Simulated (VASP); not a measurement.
A run of VASP 6.6.1:

File POSCAR:

```
Si
1.0
    0.0000000000      2.7221188962      2.7221188962
    2.7221188962      0.0000000000      2.7221188962
    2.7221188962      2.7221188962      0.0000000000
Si
2
Direct
    0.0000000000      0.0000000000      0.0000000000
    0.2500000000      0.2500000000      0.2500000000
```

The input INCAR.step1:

```
  PREC = Accurate
  ENCUT = 520
  EDIFF = 1E-5
  ISMEAR = 0
  SIGMA = 0.01
  LREAL = False
  LASPH = True
  NELM = 100
  ALGO = Normal
  ISIF = 2
  LWAVE = True
  LCHARG = False
  GGA = PE
  NBANDS = 11
```

Contents of INCAR.step2:

```
  PREC = Accurate
  ENCUT = 520
  EDIFF = 1E-6
  ISMEAR = 0
  SIGMA = 0.01
  LREAL = False
  LASPH = True
  NELM = 100
  ALGO = Normal
  ISIF = 2
  LWAVE = False
  LCHARG = False
  GGA = PE
  LHFCALC = True
  AEXX = 0.4
  HFSCREEN = 0.3
  PRECFOCK = Normal
  ISTART = 1
  NBANDS = 11
```

File KPOINTS:

```
regular mesh
0
Gamma
  4 4 4
```

Potentials or basis: VASP PAW PBE potentials, release 64 (Si).

The run is started by

```console
$ cat potpaw_PBE.64/Si/POTCAR > POTCAR
$ cp INCAR.step1 INCAR
$ mpirun -np 1 vasp_std > vasp.out
$ cp INCAR.step2 INCAR
$ mpirun -np 1 vasp_std > vasp.out
```

Hardware: 1 thread of Intel(R) Xeon(R) Platinum 8259CL CPU @ 2.50GHz (Skylake/Cascade Lake), on a shared host.

Estimate the wall time of this run.

Run time: 110 s on 1 thread of Intel(R) Xeon(R) Platinum 8259CL CPU @ 2.50GHz (Skylake/Cascade Lake) (shared host), peak memory 0.26 GiB. Counts: k points 8.
